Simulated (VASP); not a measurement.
# Sb (P-1) in VASP: notebook

Sb is run at these levels: PBE; tasks: electric field gradients.

All numbers are computed with VASP 6.6.1; they aren't measurements. Logs are shortened: lines on timing, memory, paths and dates and some standing lists are left out, and cuts for length are marked.

## Step 1: The cell of the first run

The typed cell holds 2 atoms: a = 4.493 Å, b = 4.493 Å, c = 4.493 Å, α = 57.20°, β = 57.20°, γ = 57.20°.

## Step 2: Electric field gradients, PBE (atom 2 (Sb) moved by [0.028868, 0.028868, 0.028868] A)

File INCAR:

```
PREC = Accurate ; ENCUT = 520
EDIFF = 1E-8 ; ISMEAR = -1
SIGMA = 0.05 ; LREAL = F
LASPH = T ; NELM = 100
ALGO = Normal ; ISIF = 2
LWAVE = F ; LCHARG = F
GGA = PE ; LEFG = T
NBANDS = 12
```

File KPOINTS:

```
regular mesh
0
Gamma
  9 9 9
```

File POSCAR:

```
Sb
1.0
    2.1506003320      1.2416496806      3.7440000000
   -2.1506003320      1.2416496806      3.7440000000
    0.0000000000     -2.4832993611      3.7440000000
Sb
2
Direct
    0.2336400000      0.2336400000      0.2336400000
    0.7795167234      0.7660934947      0.7611802520
```

Potentials or basis: VASP PAW PBE potentials, release 64 (Sb).

The run is started by

```
cat potpaw_PBE.64/Sb/POTCAR > POTCAR
mpirun -np 1 vasp_std > vasp.out
```

OUTCAR:

```text
PREC = Accurate
   ENCUT = 520
   EDIFF = 1E-8
   ISMEAR = -1
   LREAL = F
   LASPH = T
   NELM = 100
   ISIF = 2
   GGA = PE

 ion  position               nearest neighbor table
   1  0.234  0.234  0.234-   2 2.86   2 2.88   2 2.92   2 3.33   2 3.37   2 3.38
   2  0.780  0.766  0.761-   1 2.86   1 2.88   1 2.92   1 3.33   1 3.37   1 3.38

  LATTYP: Found a trigonal (rhomboedric) cell.
 ALAT       =     4.4926953733
 COS(alpha) =     0.5417151843

  Lattice vectors:

 A1 = (   2.1506003320,   1.2416496806,   3.7440000000)
 A2 = (  -2.1506003320,   1.2416496806,   3.7440000000)
 A3 = (   0.0000000000,  -2.4832993611,   3.7440000000)

Analysis of symmetry for initial positions (statically):
=====================================================================
 Subroutine PRICEL returns:
 Original cell was already a primitive cell.

 Routine SETGRP: Setting up the symmetry group for a
 trigonal (rhombohedral) supercell.

 Subroutine GETGRP returns: Found  2 space group operations
 (whereof  1 operations were pure point group operations)
 out of a pool of 12 trial point group operations.

The static configuration has the point symmetry C_1 .
 The point group associated with its full space group is S_2 .

Analysis of symmetry for dynamics (positions and initial velocities):
=====================================================================
 Subroutine PRICEL returns:
 Original cell was already a primitive cell.

 Routine SETGRP: Setting up the symmetry group for a
 trigonal (rhombohedral) supercell.

 Subroutine GETGRP returns: Found  2 space group operations
 (whereof  1 operations were pure point group operations)
 out of a pool of 12 trial point group operations.

The dynamic configuration has the point symmetry C_1 .
 The point group associated with its full space group is S_2 .

 Subroutine INISYM returns: Found  2 space group operations
 (whereof  1 operations are pure point group operations),
 and found     1 'primitive' translations

----------------------------------------------------------------------------------------

                                     Primitive cell

  volume of cell :      59.9854

  direct lattice vectors                    reciprocal lattice vectors
     2.150600332  1.241649681  3.744000000     0.232493222  0.134230024  0.089031339
    -2.150600332  1.241649681  3.744000000    -0.232493222  0.134230024  0.089031339
     0.000000000 -2.483299361  3.744000000     0.000000000 -0.268460048  0.089031339

  length of vectors
     4.492695373  4.492695373  4.492695373     0.282838075  0.282838075  0.282838075

  position of ions in fractional coordinates (direct lattice)
     0.233640000  0.233640000  0.233640000
     0.779516723  0.766093495  0.761180252

  ion indices of the primitive-cell ions
   primitive index   ion index
                 1           1
                 2           2

----------------------------------------------------------------------------------------

 KPOINTS: regular mesh

Automatic generation of k-mesh.
 Grid dimensions read from file:
 generate k-points for:    9    9    9

 Generating k-lattice:

  Cartesian coordinates                     Fractional coordinates (reciprocal lattice)
     0.025832580  0.014914447  0.009892371     0.111111111 -0.000000000 -0.000000000
    -0.025832580  0.014914447  0.009892371    -0.000000000  0.111111111 -0.000000000
     0.000000000 -0.029828894  0.009892371     0.000000000  0.000000000  0.111111111

  Length of vectors
     0.031426453  0.031426453  0.031426453

  Shift w.r.t. Gamma in fractional coordinates (k-lattice)
     0.000000000  0.000000000  0.000000000

 Subroutine IBZKPT returns following result:
 ===========================================

 Found    365 irreducible k-points:
[... 35 lines left out ...]
   NGXF,Y,Z  is equivalent  to a cutoff of  26.64, 26.64, 26.64 a.u.
 SYSTEM =  unknown system
   PREC   = accura    normal or accurate (medium, high low for compatibility)
   ISTART =      0    job   : 0-new  1-cont  2-samecut
   ICHARG =      2    charge: 1-file 2-atom 10-const
   ISPIN  =      1    spin polarized calculation?
   LNONCOLLINEAR =      F non collinear calculations
   LSORBIT =      F    spin-orbit coupling
   LASPH  =      T    aspherical Exc in radial PAW
   ENCUT  =  520.0 eV  38.22 Ry    6.18 a.u.   8.35  8.35  8.35*2*pi/ulx,y,z
   NELM   =    100;   NELMIN=  2; NELMDL= -5     # of ELM steps
   EDIFF  = 0.1E-07   stopping-criterion for ELM
   LREAL  =      F    real-space projection
   EDIFFG = 0.1E-06   stopping-criterion for IOM
   NSW    =      0    number of steps for IOM
   IBRION =     -1    ionic relax: 0-MD 1-quasi-New 2-CG
   NFREE  =      0    steps in history (QN), initial steepest desc. (CG)
   ISIF   =      2    stress and relaxation
   ISYM   =      2    0-nonsym 1-usesym 2-fastsym
   POTIM  = 0.5000    time-step for ionic-motion
   TEBEG  =    0.0;   TEEND  =   0.0 temperature during run
   PSTRESS=    0.0 pullay stress
   NELECT =      10.0000    total number of electrons
   NUPDOWN=      -1.0000    fix difference up-down
   EMIN   =  10.00;   EMAX   =-10.00  energy-range for DOS
   EFERMI =   0.00;   METHOD = LEGACY
   ISMEAR =    -1;   SIGMA  =   0.05  broadening in eV -4-tet -1-fermi 0-gaus
   EFERMI_NEDOS =   21; number of points for ismear=-14 and -15
   IALGO  =     38    algorithm
   IMIX   =      4    mixing-type and parameters
     AMIX     =   0.40;   BMIX     =  1.00
     AMIX_MAG =   1.60;   BMIX_MAG =  1.00
  volume/ion in A,a.u.               =      29.99       202.40
  Fermi-wavevector in a.u.,A,eV,Ry     =   0.901003  1.702649 11.045295  0.811806
  Thomas-Fermi vector in A             =   2.024030
   LORBIT       =      0    0 simple, 1 ext, 2 COOP (PROOUT), +10 PAW based schemes
   GGA     = PE    functional components
   LHFCALC =     F    Hartree Fock is set to
   AEXX    =    0.0000 exact exchange contribution
   IVDW    =     0    specifies the selected vdW correction
   LEPSILON=     F    determine dielectric tensor
   LRPA    =     F    only Hartree local field effects (RPA)
 non-spin polarized calculation
  energy-cutoff  :      520.00
  volume of cell :       59.99
 maximum number of plane-waves:      1628
 NGX is ok and might be reduce to    36
   NGX = 17   NGY = 17   NGZ = 17

 number of electron      10.0000000 magnetization

 Free energy of the ion-electron system (eV)
  ---------------------------------------------------
  ext. energy  EPLUGINS =         0.00000000
  ---------------------------------------------------
  free energy    TOTEN  =        -8.23717194 eV

  energy without entropy =       -8.23560206  energy(sigma->0) =       -8.23638700

 E-fermi :   7.3713     XC(G=0):  -9.5555

 val. band max:        7.3369575016   @ k =   0.4444  -0.0000   0.0000
 cond. band min:       7.4134094963   @ k =  -0.0000   0.4444   0.0000
 fundamental gap:      0.0764519948
 Fermi energy:         7.3713493119

 k-point     1 :       0.0000    0.0000    0.0000
  band No.  band energies     occupation
      1      -5.4286      2.00000
      2       2.6455      2.00000
      3       5.3484      2.00000
      4       5.4660      2.00000
      5       5.5885      2.00000
      6       9.3323      0.00000
      7       9.9506      0.00000
      8      10.1636      0.00000
      9      12.4100      0.00000
     10      12.5543      0.00000
     11      12.7344      0.00000
     12      13.9229      0.00000
[... 331 lines left out ...]
 k-point    24 :      -0.3333    0.0000   -0.1111
  band No.  band energies     occupation
      1      -4.3874      2.00000
      2      -0.1629      2.00000
      3       4.5954      2.00000
      4       4.9015      2.00000
      5       6.4153      2.00000
      6       8.2019      0.00000
      7       9.3036      0.00000
      8       9.6019      0.00000
      9      11.7964      0.00000
     10      13.9525      0.00000
     11      14.6063      0.00000
     12      17.0778      0.00000

 [... further k-points ...]

------------------------ aborting loop because EDIFF is reached ----------------------------------------

  FORCE on cell =-STRESS in cart. coord.  units (eV):
  Direction    XX          YY          ZZ          XY          YZ          ZX
  --------------------------------------------------------------------------------------
  -------------------------------------------------------------------------------------
  Total        1.3465876      1.5140426      1.2499921     -0.0738239      0.1573303      0.1488830
  in kB       35.9665937     40.4392215     33.3865827     -1.9717955      4.2022047      3.9765798
  external PRESSURE =      36.5974660 kB  Pullay stress =       0.0000000 kB

 VOLUME and BASIS-vectors are now :
 -----------------------------------------------------------------------------
  energy-cutoff  :      520.00
  volume of cell :       59.99
      direct lattice vectors                 reciprocal lattice vectors
     2.150600332  1.241649681  3.744000000     0.232493222  0.134230024  0.089031339
    -2.150600332  1.241649681  3.744000000    -0.232493222  0.134230024  0.089031339
     0.000000000 -2.483299361  3.744000000     0.000000000 -0.268460048  0.089031339

 POSITION                                       TOTAL-FORCE (eV/Angst)
 -----------------------------------------------------------------------------------
      0.00000      0.00000      2.62424         0.091717      0.100830      0.421455
      0.02887      0.02887      8.63662        -0.091717     -0.100830     -0.421455
 -----------------------------------------------------------------------------------
    total drift:                                0.000000      0.000000      0.000001

  FREE ENERGIE OF THE ION-ELECTRON SYSTEM (eV)
  ---------------------------------------------------
  free  energy   TOTEN  =        -8.2371719369 eV

  energy  without entropy=       -8.2356020554  energy(sigma->0) =       -8.23638700

 Electric field gradients (V/A^2)
---------------------------------------------------------------------
 ion       V_xx      V_yy      V_zz      V_xy      V_xz      V_yz
---------------------------------------------------------------------
   1      25.614    25.475   -51.089    -0.539    -5.221    -5.420
   2      25.614    25.475   -51.089    -0.539    -5.221    -5.420
---------------------------------------------------------------------

 Electric field gradients after diagonalization (V/A^2)
 (convention: |V_zz| > |V_xx| > |V_yy|)
----------------------------------------------------------------------
 ion       V_xx      V_yy      V_zz     asymmetry (V_yy - V_xx)/ V_zz
----------------------------------------------------------------------
   1      26.092    25.734   -51.826       0.007
   2      26.092    25.734   -51.826       0.007
----------------------------------------------------------------------

           NMR quadrupolar parameters

 Cq : quadrupolar parameter    Cq=e*Q*V_zz/h
 eta: asymmetry parameters     (V_yy - V_xx)/ V_zz
 Q  : nuclear electric quadrupole moment in mb (millibarn)
----------------------------------------------------------------------
 ion       Cq(MHz)       eta       Q (mb)
----------------------------------------------------------------------
   1      -0.125       0.007       1.000
   2      -0.125       0.007       1.000
----------------------------------------------------------------------
```

It took 3.2 min on 1 thread of Intel Xeon Platinum 8488C (Sapphire Rapids), shared host; peak memory 0.36 GiB.

Results:

| Item | Value |
| --- | --- |
| Free energy | -8.2372 eV |
| Pressure | 3.7 GPa |
| Largest force | 0.443 eV/Å |
| Largest electric field gradient by atom | Sb -51.8 V/Å² |

Forces in eV/Å, atoms in the order of the input:
```
Sb   0.092  0.101  0.421
Sb  -0.092 -0.101 -0.421
```

Electric field gradients, principal values (V/Å²):
```tsv
atom	least	middle	greatest (by size)
1 Sb	25.734	26.092	-51.826
2 Sb	25.734	26.092	-51.826
```

Caveat: the cell differs from its parent crystal (atom 2 (Sb) moved by [0.028868, 0.028868, 0.028868] A); the cell stands under pressure; without QUAD_EFG the Cq values of the log hold for a quadrupole moment of 1 mb, not for the nuclei; spin-orbit coupling is left out, which moves the levels of the heavy elements.

## Step 3: Electric field gradients, PBE (atom 2 (Sb) moved by [0.028868, 0.028868, 0.028868] A)

File INCAR:

```
SYSTEM = Sb
PREC = Accurate
ENCUT = 520
EDIFF = 1E-8
ISMEAR = -1
SIGMA = 0.05
LREAL = .FALSE.
LASPH = .TRUE.
NELM = 60
ALGO = Normal
ISIF = 2
LWAVE = .FALSE.
LCHARG = .FALSE.
GGA = PE
LEFG = .TRUE.
NBANDS = 12
```

File KPOINTS:

```
Automatic mesh
0
G
  9 9 9
  0 0 0
```

POSCAR is that of step 2.

Potentials or basis: VASP PAW PBE potentials, release 64 (Sb).

The run is started by

```
cat potpaw_PBE.64/Sb/POTCAR > POTCAR
mpirun -np 1 vasp_std > vasp.out
```

OUTCAR:

```text
SYSTEM = Sb
   PREC = Accurate
   ENCUT = 520
   EDIFF = 1E-8
   ISMEAR = -1
   LREAL = .FALSE.
   LASPH = .TRUE.
   NELM = 60
   ISIF = 2
   GGA = PE

 ion  position               nearest neighbor table
   1  0.234  0.234  0.234-   2 2.86   2 2.88   2 2.92   2 3.33   2 3.37   2 3.38
   2  0.780  0.766  0.761-   1 2.86   1 2.88   1 2.92   1 3.33   1 3.37   1 3.38

  LATTYP: Found a trigonal (rhomboedric) cell.
 ALAT       =     4.4926953733
 COS(alpha) =     0.5417151843

  Lattice vectors:

 A1 = (   2.1506003320,   1.2416496806,   3.7440000000)
 A2 = (  -2.1506003320,   1.2416496806,   3.7440000000)
 A3 = (   0.0000000000,  -2.4832993611,   3.7440000000)

Analysis of symmetry for initial positions (statically):
=====================================================================
 Subroutine PRICEL returns:
 Original cell was already a primitive cell.

 Routine SETGRP: Setting up the symmetry group for a
[... 551 lines left out ...]
  energy-cutoff  :      520.00
  volume of cell :       59.99
      direct lattice vectors                 reciprocal lattice vectors
     2.150600332  1.241649681  3.744000000     0.232493222  0.134230024  0.089031339
    -2.150600332  1.241649681  3.744000000    -0.232493222  0.134230024  0.089031339
     0.000000000 -2.483299361  3.744000000     0.000000000 -0.268460048  0.089031339

 POSITION                                       TOTAL-FORCE (eV/Angst)
 -----------------------------------------------------------------------------------
      0.00000      0.00000      2.62424         0.091717      0.100830      0.421455
      0.02887      0.02887      8.63662        -0.091717     -0.100830     -0.421455
 -----------------------------------------------------------------------------------
    total drift:                                0.000000      0.000000      0.000001

  FREE ENERGIE OF THE ION-ELECTRON SYSTEM (eV)
  ---------------------------------------------------
  free  energy   TOTEN  =        -8.2371719369 eV

  energy  without entropy=       -8.2356020553  energy(sigma->0) =       -8.23638700

 Electric field gradients (V/A^2)
---------------------------------------------------------------------
 ion       V_xx      V_yy      V_zz      V_xy      V_xz      V_yz
---------------------------------------------------------------------
   1      25.614    25.475   -51.089    -0.539    -5.221    -5.420
   2      25.614    25.475   -51.089    -0.539    -5.221    -5.420
---------------------------------------------------------------------

 Electric field gradients after diagonalization (V/A^2)
 (convention: |V_zz| > |V_xx| > |V_yy|)
----------------------------------------------------------------------
 ion       V_xx      V_yy      V_zz     asymmetry (V_yy - V_xx)/ V_zz
----------------------------------------------------------------------
   1      26.092    25.734   -51.826       0.007
   2      26.092    25.734   -51.826       0.007
----------------------------------------------------------------------

           NMR quadrupolar parameters

 Cq : quadrupolar parameter    Cq=e*Q*V_zz/h
 eta: asymmetry parameters     (V_yy - V_xx)/ V_zz
 Q  : nuclear electric quadrupole moment in mb (millibarn)
----------------------------------------------------------------------
 ion       Cq(MHz)       eta       Q (mb)
----------------------------------------------------------------------
   1      -0.125       0.007       1.000
   2      -0.125       0.007       1.000
----------------------------------------------------------------------
```

stdout:

```text
POSCAR found type information on POSCAR Sb
 POSCAR found :  1 types and       2 ions
 scaLAPACK will be used
 LDA part: xc-table for (Slater+PW92), standard interpolation
 POSCAR, INCAR and KPOINTS ok, starting setup
 FFT: planning ... GRIDC
 FFT: planning ... GRID_SOFT
 FFT: planning ... GRID
 WAVECAR not read
 entering main loop
ion   1
     0.0000576    -0.0380957     0.0576780     0.1018050     0.0535870    -0.0412037
     0.0000793    -0.0380957     0.0576780     0.1018050     0.0535870    -0.0412037
     0.0001092    -0.0380957     0.0576780     0.1018050     0.0535870    -0.0412037
     0.0001504    -0.0380957     0.0576780     0.1018050     0.0535870    -0.0412037

     0.0000576     0.4334532     5.0322073    40.4235139     4.8451305    -0.1253031
     0.0000793     0.4334240     5.0316354    40.4191700     4.8445783    -0.1252725
     0.0001092     0.4333805     5.0307254    40.4122864     4.8436997    -0.1252212
     0.0001504     0.4333165     5.0292834    40.4014251     4.8423074    -0.1251354

ion   2
     0.0000576    -0.0380957     0.0576780     0.1018050     0.0535870    -0.0412037
     0.0000793    -0.0380957     0.0576780     0.1018050     0.0535870    -0.0412037
     0.0001092    -0.0380957     0.0576780     0.1018050     0.0535870    -0.0412037
     0.0001504    -0.0380957     0.0576780     0.1018050     0.0535870    -0.0412037

     0.0000576     0.4334532     5.0322073    40.4235139     4.8451305    -0.1253031
     0.0000793     0.4334240     5.0316354    40.4191700     4.8445783    -0.1252725
     0.0001092     0.4333805     5.0307254    40.4122864     4.8436997    -0.1252212
     0.0001504     0.4333165     5.0292834    40.4014251     4.8423074    -0.1251354
```

It took 9.9 min on 1 thread of AMD EPYC 7R13, shared host; peak memory 0.34 GiB.

What came out:

```
Free energy                             : -8.2372 eV
Pressure                                : 3.7 GPa
Largest force                           : 0.443 eV/Å
Largest electric field gradient by atom : Sb -51.8 V/Å²
```

Forces on the atoms (eV/Å):
```
Sb   0.092  0.101  0.421
Sb  -0.092 -0.101 -0.421
```

Levels at points of the mesh, in eV from the Fermi level:
```tsv
k point	band 2	band 3	band 4	band 5	band 6	band 7	band 8	band 9
(0.00, 0.00, 0.00)	-4.73	-2.02	-1.91	-1.78	1.96	2.58	2.79	5.04
```

Electric field gradients, principal values (V/Å²):
| atom | least | middle | greatest (by size) |
| --- | --- | --- | --- |
| 1 Sb | 25.734 | 26.092 | -51.826 |
| 2 Sb | 25.734 | 26.092 | -51.826 |

Caveat: the cell differs from its parent crystal (atom 2 (Sb) moved by [0.028868, 0.028868, 0.028868] A); the cell stands under pressure; without QUAD_EFG the Cq values of the log hold for a quadrupole moment of 1 mb, not for the nuclei; spin-orbit coupling is left out, which moves the levels of the heavy elements.
